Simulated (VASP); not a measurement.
Sc3Mo, 4 atoms in the cell. The structure is cubic, space group Pm-3m (No. 221). Conventional cell: a = 4.367 Å, b = 4.367 Å, c = 4.367 Å, α = 90.00°, β = 90.00°, γ = 90.00°. Sc (site symmetry 4/mmm) has 8 Sc at 3.09 Å and 4 Mo at 3.09 Å within 4.1 Å. Within 4.1 Å of Mo (site symmetry m-3m) lie 12 Sc at 3.09 Å. 

| Property | Result |
| --- | --- |
| Program | VASP 6.6.1 |
| Task | single point |
| Functional | PBE |
| Potentials or basis | VASP PAW PBE potentials, release 64 (Sc_sv, Mo_sv) |
| Cutoff | 520 eV |
| k mesh | 10 × 10 × 10 |
| Occupations | gaussian, width 0.1 eV |
| Spin | no spin polarisation |
| Dipole correction | no |
| Further INCAR settings | ALGO = Fast; EDIFF = 1e-06; NBANDS = 32 |

Potentials or basis: VASP PAW PBE potentials, release 64 (Sc_sv, Mo_sv).

The run is started by

```console
$ cat potpaw_PBE.64/Sc_sv/POTCAR potpaw_PBE.64/Mo_sv/POTCAR > POTCAR
$ mpirun -np 1 vasp_std > vasp.out
```

Hardware: 1 thread of Intel(R) Xeon(R) Platinum 8488C (Sapphire Rapids) (shared host).

Estimate the wall time of this run.

It took 74 s on 1 thread of Intel(R) Xeon(R) Platinum 8488C (Sapphire Rapids), on a shared host, peak memory 0.26 GiB. Counts: scf iterations 18, k points 56.
